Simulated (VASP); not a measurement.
# Si (Imma) in VASP: G0W0 quasiparticle levels with PBEsol

Aim: the G0W0 quasiparticle levels of Si with PBEsol.

All numbers are computed with VASP 6.6.1; they aren't measurements. Logs are shortened: lines on timing, memory, paths and dates and some standing lists are left out, and cuts for length are marked.

## Step 1: The cell of the first run

Symmetry: Imma, No. 74, orthorhombic system. The conventional cell has a = 3.804 Å, b = 3.864 Å, c = 5.379 Å, α = 90.00°, β = 90.00°, γ = 90.00°. Si (site symmetry mm2) has 4 Si at 2.34 to 2.35 Å within 3.1 Å.

## Step 2: G0W0 quasiparticle levels, PBEsol

Contents of POSCAR:

```
Si
1.0
    0.0212946715      2.7108588908      2.6895642193
    2.7108588908      0.0212946715      2.6895642193
    2.7321535623      2.7321535623      0.0000000000
Si
2
Direct
    0.0011229877      0.0011229877     -0.0011229877
    0.2488770123      0.2488770123      0.2511229877
```

Contents of INCAR.step1:

```
PREC = Accurate
ENCUT = 500
EDIFF = 1E-8
ISMEAR = 0
SIGMA = 0.01
LREAL = False
LASPH = True
NELM = 60
ALGO = Normal
LWAVE = True
LCHARG = False
GGA = PS
```

Contents of INCAR.step2:

```
PREC = Accurate
ENCUT = 500
EDIFF = 1E-8
ISMEAR = 0
SIGMA = 0.01
LREAL = False
LASPH = True
NELM = 1
ALGO = Exact
LWAVE = True
LCHARG = False
GGA = PS
NBANDS = 220
LOPTICS = True
ISTART = 1
```

Contents of INCAR.step3:

```
PREC = Accurate
ENCUT = 500
EDIFF = 1E-8
ISMEAR = 0
SIGMA = 0.01
LREAL = False
LASPH = True
ALGO = EVGW0
LWAVE = False
LCHARG = False
GGA = PS
NELMGW = 1
NBANDS = 220
ENCUTGW = 180.0
NOMEGA = 96
PRECFOCK = Fast
ISTART = 1
NBANDSGW = 12
OMEGAMAX = 20
```

Contents of KPOINTS:

```
regular mesh
0
Gamma
  4 4 4
```

Potentials or basis: VASP PAW PBE potentials, release 64 (Si_GW).

The run is started by

```
> cat potpaw_PBE.64/Si_GW/POTCAR > POTCAR
> cp INCAR.step1 INCAR
> mpirun -np 1 vasp_std > vasp.out
> cp INCAR.step2 INCAR
> mpirun -np 1 vasp_std > vasp.out
> cp INCAR.step3 INCAR
> mpirun -np 1 vasp_std > vasp.out
```

OUTCAR:

```text
PREC = Accurate
   ENCUT = 500
   EDIFF = 1E-8
   ISMEAR = 0
   LREAL = False
   LASPH = True
   GGA = PS
   NELMGW = 1
   ENCUTGW = 180.0
   PRECFOCK = Fast
   ISTART = 1

 ion  position               nearest neighbor table
   1  0.001  0.001  0.999-   2 2.34   2 2.34   2 2.35   2 2.35
   2  0.249  0.249  0.251-   1 2.34   1 2.34   1 2.35   1 2.35

  LATTYP: Found a body centered orthorhombic cell.
 ALAT       =     3.8036181958
 B/A-ratio  =     1.0158350348
 C/A-ratio  =     1.4142135624

  Lattice vectors:

 A1 = (   2.7108588908,   0.0212946715,  -2.6895642193)
 A2 = (  -2.7108588908,  -0.0212946715,  -2.6895642193)
 A3 = (   0.0212946715,   2.7108588908,   2.6895642193)

Analysis of symmetry for initial positions (statically):
=====================================================================
 Subroutine PRICEL returns:
 Original cell was already a primitive cell.

 Routine SETGRP: Setting up the symmetry group for a
 body centered orthorhombic supercell.

 Subroutine GETGRP returns: Found  8 space group operations
 (whereof  4 operations were pure point group operations)
 out of a pool of  8 trial point group operations.

The static configuration has the point symmetry C_2v.
 The point group associated with its full space group is D_2h.

Analysis of symmetry for dynamics (positions and initial velocities):
=====================================================================
 Subroutine PRICEL returns:
 Original cell was already a primitive cell.

 Routine SETGRP: Setting up the symmetry group for a
 body centered orthorhombic supercell.

 Subroutine GETGRP returns: Found  8 space group operations
 (whereof  4 operations were pure point group operations)
 out of a pool of  8 trial point group operations.

The dynamic configuration has the point symmetry C_2v.
 The point group associated with its full space group is D_2h.

 Subroutine INISYM returns: Found  8 space group operations
 (whereof  4 operations are pure point group operations),
 and found     1 'primitive' translations

----------------------------------------------------------------------------------------

                                     Primitive cell

  volume of cell :      39.5275

  direct lattice vectors                    reciprocal lattice vectors
     0.021294672  2.710858891  2.689564219    -0.185903722  0.185903722  0.185903722
     2.710858891  0.021294672  2.689564219     0.185903722 -0.185903722  0.185903722
     2.732153562  2.732153562  0.000000000     0.183005819  0.183005819 -0.185903722

  length of vectors
     3.818764863  3.818764863  3.863848622     0.321994693  0.321994693  0.318657267

  position of ions in fractional coordinates (direct lattice)
     0.001122988  0.001122988  0.998877012
     0.248877012  0.248877012  0.251122988

  ion indices of the primitive-cell ions
   primitive index   ion index
                 1           1
                 2           2

----------------------------------------------------------------------------------------

 KPOINTS: regular mesh

Automatic generation of k-mesh.
 Grid dimensions read from file:
 generate k-points for:    4    4    4

 Generating k-lattice:

  Cartesian coordinates                     Fractional coordinates (reciprocal lattice)
    -0.046475931  0.046475931  0.046475931     0.250000000  0.000000000  0.000000000
     0.046475931 -0.046475931  0.046475931     0.000000000  0.250000000  0.000000000
     0.045751455  0.045751455 -0.046475931    -0.000000000 -0.000000000  0.250000000

  Length of vectors
     0.080498673  0.080498673  0.079664317

  Shift w.r.t. Gamma in fractional coordinates (k-lattice)
     0.000000000  0.000000000  0.000000000

 Subroutine IBZKPT returns following result:
 ===========================================

 Found     18 irreducible k-points:

 Following reciprocal coordinates:
            Coordinates               Weight
  0.000000  0.000000  0.000000      1.000000
  0.250000  0.000000  0.000000      4.000000
  0.500000  0.000000  0.000000      2.000000
  0.250000  0.250000  0.000000      2.000000
  0.500000  0.250000  0.000000      4.000000
 -0.250000  0.250000  0.000000      2.000000
[... 10 lines left out ...]
  0.250000  0.250000  0.500000      2.000000
 -0.250000  0.250000  0.500000      2.000000
   k-points           NKPTS =     18   k-points in BZ     NKDIM =     64   number of bands    NBANDS=    220
   number of dos      NEDOS =    301   number of ions     NIONS =      2
   total plane-waves  NPLWV =  21952
   dimension x,y,z NGX =    28 NGY =   28 NGZ =   28
   dimension x,y,z NGXF=    56 NGYF=   56 NGZF=   56
   ions per type =               2
   NGX,Y,Z   is equivalent  to a cutoff of  12.19, 12.19, 12.05 a.u.
   NGXF,Y,Z  is equivalent  to a cutoff of  24.38, 24.38, 24.09 a.u.
 SYSTEM =  unknown system
   PREC   = accura    normal or accurate (medium, high low for compatibility)
   ISTART =      1    job   : 0-new  1-cont  2-samecut
   ICHARG =      0    charge: 1-file 2-atom 10-const
   ISPIN  =      1    spin polarized calculation?
   LNONCOLLINEAR =      F non collinear calculations
   LSORBIT =      F    spin-orbit coupling
   LASPH  =      T    aspherical Exc in radial PAW
   ENCUT  =  500.0 eV  36.75 Ry    6.06 a.u.   6.96  6.96  7.04*2*pi/ulx,y,z
   NELM   =     60;   NELMIN=  2; NELMDL=  0     # of ELM steps
   EDIFF  = 0.1E-07   stopping-criterion for ELM
   LREAL  =      F    real-space projection
   EDIFFG = 0.1E-06   stopping-criterion for IOM
   NSW    =      0    number of steps for IOM
   IBRION =     -1    ionic relax: 0-MD 1-quasi-New 2-CG
   NFREE  =      0    steps in history (QN), initial steepest desc. (CG)
   ISIF   =      0    stress and relaxation
   ISYM   =      3    0-nonsym 1-usesym 2-fastsym
   POTIM  = 0.5000    time-step for ionic-motion
   TEBEG  =    0.0;   TEEND  =   0.0 temperature during run
   PSTRESS=    0.0 pullay stress
   NELECT =       8.0000    total number of electrons
   NUPDOWN=      -1.0000    fix difference up-down
   EMIN   =  10.00;   EMAX   =-10.00  energy-range for DOS
   EFERMI =   0.00;   METHOD = LEGACY
   ISMEAR =     0;   SIGMA  =   0.01  broadening in eV -4-tet -1-fermi 0-gaus
   EFERMI_NEDOS =   21; number of points for ismear=-14 and -15
   IALGO  =     38    algorithm
   IMIX   =      4    mixing-type and parameters
     AMIX     =   0.40;   BMIX     =  1.00
     AMIX_MAG =   1.60;   BMIX_MAG =  1.00
  volume/ion in A,a.u.               =      19.76       133.37
  Fermi-wavevector in a.u.,A,eV,Ry     =   0.961181  1.816369 12.570000  0.923869
  Thomas-Fermi vector in A             =   2.090530
   LORBIT       =      0    0 simple, 1 ext, 2 COOP (PROOUT), +10 PAW based schemes
   GGA     = PS    functional components
   LHFCALC =     T    Hartree Fock is set to
   PRECFOCK=fast      Normal, Fast or Accurate (Low or Medium for compatibility)
   ENCUT4O =  -1.0   cutoff for four orbital integrals eV
   NKREDX  =     1    reduce k-point grid by
   NKREDY  =     1    reduce k-point grid by
   NKREDZ  =     1    reduce k-point grid by
   AEXX    =    1.0000 exact exchange contribution
   HFSCREEN=    0.0000 screening length (either q_TF or 0.3 A-1)
   HFSCREENC=   0.0000 screening length for correlation (either q_TF or 0.3 A-1)
   ENCUTFOCK=  -1.0 apply spherical cutoff to Coloumb kernel
   IVDW    =     0    specifies the selected vdW correction
   LEPSILON=     F    determine dielectric tensor
   LRPA    =     F    only Hartree local field effects (RPA)
   LRPAFORCE           =     F    calculate RPA forces
   ENCUTGW             = 180.0    cutoff for response function in eV
   ENCUTGWSOFT         = 144.0    soft cutoff for Coulomb kernel in GW response function in eV
   ENCUTLF             =  -1.0    cutoff for local field effects
   NELMGW              =     1    number of iterations in solving QP/BSE equation
   NELMHF              =     1    number of iterations in the inner HF iteration
   NKREDLFX            =     1    NKREDLFY  =   1   NKREDLFZ  =   1
 non-spin polarized calculation
 Gauss-broadening in eV      SIGMA  =   0.01
  energy-cutoff  :      500.00
  volume of cell :       39.53
 maximum number of plane-waves:      1015
  NGX = 16; NGY = 16; NGZ = 16
   NGX = 13   NGY = 13   NGZ = 15
 maximum number of plane-waves:       224

 QP shifts <psi_nk| G(iteration)W_0 |psi_nk>: iteration 1
 for sc-GW calculations column KS-energies equals QP-energies in previous step
 and V_xc(KS)=  KS-energies - (<T + V_ion + V_H > + <T+V_H+V_ion>^1  + <V_x>^1)

 k-point   1 :       0.0000    0.0000    0.0000
  band No.  KS-energies  QP-energies   sigma(KS)   V_xc(KS)     V^pw_x(r,r')   Z            occupation Imag(sigma)

      1      -6.4966      -6.9568     -11.1607     -10.4978     -17.5225       0.6942       2.0000       1.1705
      2       5.5008       4.9231     -12.1752     -11.4140     -13.0157       0.7590       2.0000       0.0144
      3       5.6294       5.0529     -12.1866     -11.4258     -13.0062       0.7578       2.0000       0.0149
      4       5.6547       5.0760     -12.2295     -11.4670     -13.0503       0.7590       2.0000       0.0155
      5       8.0224       8.1278     -10.0405     -10.1792      -5.6255       0.7599       0.0000      -0.0727
      6       8.0562       8.1628     -10.0714     -10.2118      -5.6345       0.7588       0.0000      -0.0739
      7       8.1983       8.3038     -10.0628     -10.2020      -5.5934       0.7581       0.0000      -0.0739
      8       9.0840       9.2777     -10.8072     -11.0669      -5.7611       0.7456       0.0000      -0.1004
      9      13.1994      13.3534      -9.8953     -10.0992      -4.2374       0.7550       0.0000      -0.2093
     10      13.3406      13.4935      -9.9038     -10.1075      -4.2109       0.7511       0.0000      -0.2180
     11      13.3440      13.2760      -8.1995      -8.1118      -2.6627       0.7758       0.0000      -0.2843
     12      16.6248      16.5314      -8.6863      -8.5623      -2.2766       0.7525       0.0000      -0.5880

 k-point   2 :       0.2500    0.0000    0.0000
  band No.  KS-energies  QP-energies   sigma(KS)   V_xc(KS)     V^pw_x(r,r')   Z            occupation Imag(sigma)

      1      -5.6732      -6.1233     -11.2658     -10.5739     -17.2528       0.6505       2.0000       0.9998
      2       1.6633       1.1180     -11.5251     -10.7710     -13.8009       0.7231       2.0000       0.0829
      3       4.7126       4.1435     -11.9379     -11.1837     -12.9825       0.7544       2.0000       0.0143
      4       4.8418       4.2724     -11.9590     -11.2055     -12.9880       0.7557       2.0000       0.0132
      5       7.5113       7.6062     -10.1255     -10.2504      -5.7320       0.7601       0.0000      -0.0709
      6       8.9745       9.0797     -10.0698     -10.2096      -5.3741       0.7530       0.0000      -0.0896
      7       9.0897       9.1938     -10.0869     -10.2252      -5.3434       0.7524       0.0000      -0.0941
      8      12.5411      12.6219     -10.3660     -10.4755      -4.6187       0.7380       0.0000      -0.2168
      9      12.6232      12.7142      -9.6112      -9.7324      -4.0451       0.7503       0.0000      -0.2186
     10      12.7890      12.8793      -9.7332      -9.8546      -4.1121       0.7439       0.0000      -0.2244
     11      14.3798      14.3039      -8.3458      -8.2447      -2.4999       0.7500       0.0000      -0.3436
     12      17.4364      17.4041      -9.1387      -9.0945      -2.7046       0.7317       0.0000      -0.5298
[... 228 lines left out ...]
      1      -4.4598      -4.9497     -11.4499     -10.7245     -16.8738       0.6752       2.0000       0.8086
      2       0.0811      -0.4553     -11.6952     -10.9421     -14.8647       0.7122       2.0000       0.1952
      3       1.7392       1.1946     -10.9140     -10.1710     -12.9640       0.7330       2.0000       0.0656
      4       4.2707       3.6844     -11.8716     -11.0932     -13.1114       0.7532       2.0000       0.0188
      5       7.9858       8.0811      -9.5933      -9.7180      -5.0937       0.7638       0.0000      -0.0776
      6      10.3986      10.5149     -10.1278     -10.2847      -4.8206       0.7416       0.0000      -0.1423
      7      10.7826      10.8025     -10.3651     -10.3917      -5.3495       0.7486       0.0000      -0.1275
      8      11.8382      11.9297      -9.9970     -10.1209      -4.3121       0.7381       0.0000      -0.1995
      9      12.0225      12.0860      -9.5808      -9.6654      -4.2547       0.7499       0.0000      -0.1843
     10      14.8907      14.9307     -10.1324     -10.1869      -3.5918       0.7324       0.0000      -0.4324
     11      18.1808      18.1710      -9.5130      -9.4994      -2.8673       0.7278       0.0000      -0.5975
     12      18.5560      18.6162     -10.3701     -10.4501      -3.3173       0.7521       0.0000      -0.7480

 k-point  18 :      -0.2500    0.2500    0.5000
  band No.  KS-energies  QP-energies   sigma(KS)   V_xc(KS)     V^pw_x(r,r')   Z            occupation Imag(sigma)

      1      -2.1176      -2.6096     -11.7348     -11.0193     -16.0958       0.6877       2.0000       0.4454
      2      -2.1176      -2.6096     -11.7348     -11.0193     -16.0958       0.6877       2.0000       0.4454
      3       1.6122       1.0624     -10.8331     -10.0821     -12.9270       0.7321       2.0000       0.0684
      4       1.6122       1.0624     -10.8331     -10.0821     -12.9270       0.7321       2.0000       0.0684
      5       9.8147       9.8266      -9.7514      -9.7672      -4.9561       0.7537       0.0000      -0.1017
      6       9.8147       9.8266      -9.7514      -9.7672      -4.9561       0.7537       0.0000      -0.1017
      7      10.6416      10.7626     -10.0549     -10.2177      -4.6789       0.7430       0.0000      -0.1509
      8      10.6416      10.7626     -10.0549     -10.2177      -4.6789       0.7430       0.0000      -0.1509
      9      16.0750      16.1331     -10.7034     -10.7833      -3.8947       0.7269       0.0000      -0.5314
     10      16.0750      16.1331     -10.7034     -10.7833      -3.8947       0.7269       0.0000      -0.5314
     11      18.5941      18.6672     -10.4432     -10.5427      -3.3990       0.7352       0.0000      -0.7215
     12      18.5941      18.6672     -10.4432     -10.5427      -3.3990       0.7352       0.0000      -0.7215
```

Wall time 3.1 min (1 thread of Intel Xeon 6975P-C (Granite Rapids), shared host); peak memory 0.56 GiB.

What came out:

- Quasiparticle gap: 0.94 eV
- Least direct quasiparticle gap: 3.05 eV
- Band gap of the starting levels on the mesh: 0.32 eV
- Least direct gap of the starting levels on the mesh: 2.37 eV

Caveat: the k points lie up to 0.51 Å⁻¹ apart; bands, screening cutoff and mesh are small and nothing is extrapolated, so the quasiparticle values aren't converged.
